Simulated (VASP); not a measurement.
Crystal: Ca3AsP.

```
Ca P As
1.0
     5.33390    0.00000    0.00000
     0.00000    5.33390    0.00000
     0.00000    0.00000    5.33390
Ca P As
3 1 1
Cartesian
  0.0000 2.6669 2.6669
  2.6669 0.0000 2.6669
  2.6669 2.6669 0.0000
  2.6669 2.6669 2.6669
  0.0000 0.0000 0.0000
```

Base run:

```yaml
Program: VASP 6.6.1
Functional: PBE
Potentials_or_basis: VASP PAW PBE potentials, release 64 (Ca_sv, P, As)
Cutoff: 500 eV
k_mesh: 4 × 4 × 4
Occupations: fermi-dirac, width 0.025852 eV
Spin: no spin polarisation
```

Its results: band gap on the k mesh 0.18 eV; pressure 0.0 GPa.

Task: The run is repeated on the same cell with these changes: functional from PBE to RPBE; occupations from fermi-dirac, width 0.025852 eV to methfessel-paxton, width 0.0680285 eV. What comes out?

Result: Band gap on the k mesh 0.29 eV; pressure 1.3 GPa.

Caveats: the PAW data sets were made with another functional, which shifts forces and pressure a little (at least some runs).

